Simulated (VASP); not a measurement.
# Cu (Im-3m) in VASP: further runs

Cu is run at these levels: LDA; tasks: single point, relaxation of cell and atoms.

All numbers are computed with VASP 6.6.1; they aren't measurements. Logs are shortened: lines on timing, memory, paths and dates and some standing lists are left out, and cuts for length are marked.

### 1 The cell of the first run

It takes space group Im-3m (No. 229, cubic). Conventional cell: a = 2.796 Å, b = 2.796 Å, c = 2.796 Å, α = 90.00°, β = 90.00°, γ = 90.00°. Within 3.2 Å of Cu (site symmetry m-3m) lie 14 Cu at 2.42 to 2.80 Å.

This isn't the form of Cu at room conditions, which is fcc.

### 2 Single point, LDA

File INCAR:

```
SYSTEM = Cu
ALGO = Normal
EDIFF = 1E-6
ENCUT = 600
GGA_COMPAT = .FALSE.
ISIF = 2
ISMEAR = 0
LASPH = .TRUE.
LCHARG = .FALSE.
LREAL = .FALSE.
LWAVE = .FALSE.
NBANDS = 12
NELM = 120
PREC = Accurate
SIGMA = 0.1
```

File KPOINTS:

```
k-points
0
G
  12 12 12
  0 0 0
```

File POSCAR:

```
Cu
1.0
   -1.3978572492      1.3978572492      1.3978572492
    1.3978572492     -1.3978572492      1.3978572492
    1.3978572492      1.3978572492     -1.3978572492
Cu
1
Direct
    0.0000000000      0.0000000000      0.0000000000
```

Potentials or basis: VASP PAW LDA potentials, release 64 (Cu).

Run with:

```bash
$ cat potpaw_LDA.64/Cu/POTCAR > POTCAR
$ mpirun -np 1 vasp_std > vasp.out
```

OUTCAR:

```text
SYSTEM = Cu
   EDIFF = 1E-6
   ENCUT = 600
   ISIF = 2
   ISMEAR = 0
   LASPH = .TRUE.
   LREAL = .FALSE.
   NELM = 120
   PREC = Accurate

 ion  position               nearest neighbor table
   1  0.000  0.000  0.000-

  LATTYP: Found a body centered cubic cell.
 ALAT       =     2.7957144984

  Lattice vectors:

 A1 = (  -1.3978572492,   1.3978572492,   1.3978572492)
 A2 = (   1.3978572492,  -1.3978572492,   1.3978572492)
 A3 = (   1.3978572492,   1.3978572492,  -1.3978572492)

Analysis of symmetry for initial positions (statically):
=====================================================================
 Subroutine PRICEL returns:
 Original cell was already a primitive cell.

 Routine SETGRP: Setting up the symmetry group for a
 body centered cubic supercell.

 Subroutine GETGRP returns: Found 48 space group operations
 (whereof 48 operations were pure point group operations)
 out of a pool of 48 trial point group operations.

The static configuration has the point symmetry O_h .

Analysis of symmetry for dynamics (positions and initial velocities):
=====================================================================
 Subroutine PRICEL returns:
 Original cell was already a primitive cell.

 Routine SETGRP: Setting up the symmetry group for a
 body centered cubic supercell.

 Subroutine GETGRP returns: Found 48 space group operations
 (whereof 48 operations were pure point group operations)
 out of a pool of 48 trial point group operations.

The dynamic configuration has the point symmetry O_h .

 Subroutine INISYM returns: Found 48 space group operations
 (whereof 48 operations are pure point group operations),
 and found     1 'primitive' translations

----------------------------------------------------------------------------------------

                                     Primitive cell

  volume of cell :      10.9257

  direct lattice vectors                    reciprocal lattice vectors
    -1.397857249  1.397857249  1.397857249     0.000000000  0.357690315  0.357690315
     1.397857249 -1.397857249  1.397857249     0.357690315  0.000000000  0.357690315
     1.397857249  1.397857249 -1.397857249     0.357690315  0.357690315  0.000000000

  length of vectors
     2.421159777  2.421159777  2.421159777     0.505850495  0.505850495  0.505850495

  position of ions in fractional coordinates (direct lattice)
     0.000000000  0.000000000  0.000000000

  ion indices of the primitive-cell ions
   primitive index   ion index
                 1           1

----------------------------------------------------------------------------------------

 KPOINTS: k-points

Automatic generation of k-mesh.
 Grid dimensions read from file:
 generate k-points for:   12   12   12

 Generating k-lattice:

  Cartesian coordinates                     Fractional coordinates (reciprocal lattice)
     0.000000000  0.029807526  0.029807526     0.083333333  0.000000000  0.000000000
     0.029807526  0.000000000  0.029807526     0.000000000  0.083333333  0.000000000
     0.029807526  0.029807526  0.000000000     0.000000000  0.000000000  0.083333333

  Length of vectors
     0.042154208  0.042154208  0.042154208

  Shift w.r.t. Gamma in fractional coordinates (k-lattice)
     0.000000000  0.000000000  0.000000000

 Subroutine IBZKPT returns following result:
 ===========================================

 Found     72 irreducible k-points:

 Following reciprocal coordinates:
            Coordinates               Weight
  0.000000  0.000000  0.000000      1.000000
  0.083333  0.000000  0.000000     12.000000
  0.166667  0.000000  0.000000     12.000000
  0.250000  0.000000  0.000000     12.000000
  0.333333  0.000000  0.000000     12.000000
  0.416667  0.000000  0.000000     12.000000
[... 16 lines left out ...]
  0.333333  0.083333  0.083333     24.000000
  0.416667  0.083333  0.083333     12.000000
 [... further k-points ...]
   k-points           NKPTS =     72   k-points in BZ     NKDIM =     72   number of bands    NBANDS=     12
   number of dos      NEDOS =    301   number of ions     NIONS =      1
   total plane-waves  NPLWV =   8000
   dimension x,y,z NGX =    20 NGY =   20 NGZ =   20
   dimension x,y,z NGXF=    40 NGYF=   40 NGZF=   40
   ions per type =               1
   NGX,Y,Z   is equivalent  to a cutoff of  13.73, 13.73, 13.73 a.u.
   NGXF,Y,Z  is equivalent  to a cutoff of  27.47, 27.47, 27.47 a.u.
 SYSTEM =  Cu
   PREC   = accura    normal or accurate (medium, high low for compatibility)
   ISTART =      0    job   : 0-new  1-cont  2-samecut
   ICHARG =      2    charge: 1-file 2-atom 10-const
   ISPIN  =      1    spin polarized calculation?
   LNONCOLLINEAR =      F non collinear calculations
   LSORBIT =      F    spin-orbit coupling
   LASPH  =      T    aspherical Exc in radial PAW
   ENCUT  =  600.0 eV  44.10 Ry    6.64 a.u.   4.84  4.84  4.84*2*pi/ulx,y,z
   NELM   =    120;   NELMIN=  2; NELMDL= -5     # of ELM steps
   EDIFF  = 0.1E-05   stopping-criterion for ELM
   LREAL  =      F    real-space projection
   EDIFFG = 0.1E-04   stopping-criterion for IOM
   NSW    =      0    number of steps for IOM
   IBRION =     -1    ionic relax: 0-MD 1-quasi-New 2-CG
   NFREE  =      0    steps in history (QN), initial steepest desc. (CG)
   ISIF   =      2    stress and relaxation
   ISYM   =      2    0-nonsym 1-usesym 2-fastsym
   POTIM  = 0.5000    time-step for ionic-motion
   TEBEG  =    0.0;   TEEND  =   0.0 temperature during run
   PSTRESS=    0.0 pullay stress
   NELECT =      11.0000    total number of electrons
   NUPDOWN=      -1.0000    fix difference up-down
   EMIN   =  10.00;   EMAX   =-10.00  energy-range for DOS
   EFERMI =   0.00;   METHOD = LEGACY
   ISMEAR =     0;   SIGMA  =   0.10  broadening in eV -4-tet -1-fermi 0-gaus
   EFERMI_NEDOS =   21; number of points for ismear=-14 and -15
   IALGO  =     38    algorithm
   IMIX   =      4    mixing-type and parameters
     AMIX     =   0.40;   BMIX     =  1.00
     AMIX_MAG =   1.60;   BMIX_MAG =  1.00
  volume/ion in A,a.u.               =      10.93        73.73
  Fermi-wavevector in a.u.,A,eV,Ry     =   1.640802  3.100667 36.630040  2.692232
  Thomas-Fermi vector in A             =   2.731379
   LORBIT       =      0    0 simple, 1 ext, 2 COOP (PROOUT), +10 PAW based schemes
   GGA     = CA    functional components
   LHFCALC =     F    Hartree Fock is set to
   AEXX    =    0.0000 exact exchange contribution
   IVDW    =     0    specifies the selected vdW correction
   LEPSILON=     F    determine dielectric tensor
   LRPA    =     F    only Hartree local field effects (RPA)
 non-spin polarized calculation
 Gauss-broadening in eV      SIGMA  =   0.10
  energy-cutoff  :      600.00
  volume of cell :       10.93
 maximum number of plane-waves:       373
   NGX =  9   NGY =  9   NGZ =  9

 number of electron      11.0000007 magnetization

 Free energy of the ion-electron system (eV)
  ---------------------------------------------------
  ext. energy  EPLUGINS =         0.00000000
  ---------------------------------------------------
  free energy    TOTEN  =        -4.65466860 eV

  energy without entropy =       -4.65071007  energy(sigma->0) =       -4.65268934

 E-fermi :   8.4067     XC(G=0): -13.5668

 val. band max:        8.3873988978   @ k =   0.1667   0.1667   0.1667
 cond. band min:       8.4099250823   @ k =  -0.3333   0.4167   0.1667
 fundamental gap:      0.0225261845
 Fermi energy:         8.4066829220

 k-point     1 :       0.0000    0.0000    0.0000
  band No.  band energies     occupation
      1      -1.5952      2.00000
      2       4.9360      2.00000
      3       4.9360      2.00000
      4       4.9360      2.00000
      5       6.0918      2.00000
      6       6.0918      2.00000
      7      34.2408      0.00000
      8      34.2408      0.00000
      9      34.2408      0.00000
     10      38.4510      0.00000
     11      38.4511      0.00000
     12      38.4578      0.00000

 k-point     2 :       0.0833    0.0000    0.0000
  band No.  band energies     occupation
      1      -1.3129      2.00000
      2       4.8799      2.00000
      3       4.9323      2.00000
      4       5.0511      2.00000
      5       6.0383      2.00000
      6       6.0962      2.00000
      7      31.6516      0.00000
      8      33.4917      0.00000
      9      33.6724      0.00000
     10      35.7747      0.00000
     11      36.3406      0.00000
     12      36.8199      0.00000

 k-point     3 :       0.1667    0.0000    0.0000
  band No.  band energies     occupation
      1      -0.4923      2.00000
      2       4.7283      2.00000
      3       4.8999      2.00000
      4       5.3758      2.00000
      5       5.9408      2.00000
      6       6.1110      2.00000
      7      27.1369      0.00000
      8      31.4500      0.00000
      9      32.6699      0.00000
     10      32.9157      0.00000
     11      35.1467      0.00000
     12      37.3344      0.00000
[... 286 lines left out ...]
 k-point    23 :       0.3333    0.0833    0.0833
  band No.  band energies     occupation
      1       3.0559      2.00000
      2       4.1380      2.00000
      3       5.2997      2.00000
      4       6.0707      2.00000
      5       6.2092      2.00000
      6       8.2885      1.90536
      7      15.2125      0.00000
      8      23.4072      0.00000
      9      23.8786      0.00000
     10      35.0073      0.00000
     11      38.0822      0.00000
     12      43.8705      0.00000

 k-point    24 :       0.4167    0.0833    0.0833
  band No.  band energies     occupation
      1       3.1326      2.00000
      2       4.0929      2.00000
      3       5.6803      2.00000
      4       6.0911      2.00000
      5       6.2226      2.00000
      6       9.3713      0.00000
      7      13.2760      0.00000
      8      23.1394      0.00000
      9      23.5287      0.00000
     10      34.8335      0.00000
     11      37.9991      0.00000
     12      43.9993      0.00000

 [... further k-points ...]
[... 5 lines left out ...]
  --------------------------------------------------------------------------------------
  -------------------------------------------------------------------------------------
  Total        0.0670278      0.0670278      0.0670278      0.0000000      0.0000000      0.0000000
  in kB        9.8291753      9.8291753      9.8291753      0.0000000      0.0000000      0.0000000
  external PRESSURE =       9.8291753 kB  Pullay stress =       0.0000000 kB

 VOLUME and BASIS-vectors are now :
 -----------------------------------------------------------------------------
  energy-cutoff  :      600.00
  volume of cell :       10.93
      direct lattice vectors                 reciprocal lattice vectors
    -1.397857249  1.397857249  1.397857249     0.000000000  0.357690315  0.357690315
     1.397857249 -1.397857249  1.397857249     0.357690315  0.000000000  0.357690315
     1.397857249  1.397857249 -1.397857249     0.357690315  0.357690315  0.000000000

 POSITION                                       TOTAL-FORCE (eV/Angst)
 -----------------------------------------------------------------------------------
      0.00000      0.00000      0.00000        -0.000000      0.000000     -0.000000
 -----------------------------------------------------------------------------------
    total drift:                                0.000000     -0.000000      0.000000

  FREE ENERGIE OF THE ION-ELECTRON SYSTEM (eV)
  ---------------------------------------------------
  free  energy   TOTEN  =        -4.6546685986 eV

  energy  without entropy=       -4.6507100716  energy(sigma->0) =       -4.65268934
```

Wall time 12 s (1 thread of Intel Xeon 8259CL, shared host); peak memory 0.13 GiB.

Results:

- Free energy: -4.6547 eV
- Pressure: 1.0 GPa
- Band gap on the k mesh: zero (an odd number of electrons rules out a gap without spin polarisation)

(Part 1 of 2 ends here.)
